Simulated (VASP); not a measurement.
Runs of VASP 6.6.1 on CoO. The structure is that of space group Fm-3m (No. 225), or close to it. The cells are those of the table. 

| cell | gap on the mesh (eV) | pressure (GPa) | moment (μB) |
| --- | --- | --- | --- |
| a = 5.245 Å, angles 33.9°, 4 atoms | none | -6.7 | 0.00 |
| a = 5.209 Å, angles 33.9°, 4 atoms | none | -3.7 | 0.00 |
| a = 5.279 Å, angles 33.9°, 4 atoms | none | -9.5 | 0.00 |
| a = 5.174 Å, angles 33.9°, 4 atoms | none | (a) | 0.00 |

Alike in all rows: task single point; level PBE+U; potentials or basis VASP PAW PBE potentials, release 64 (Co, O); spin collinear, antiferromagnetic start; Co d U = 3.3 eV; k mesh 10 × 10 × 10; cutoff (eV) 520; smearing gaussian 0.05 eV.

Q: Fill in the values left out.

A: (a) 0.0.

Caveats: the cell stands under tension (at least some runs).

A gap of «none» marks levels without a gap at the run's occupations.
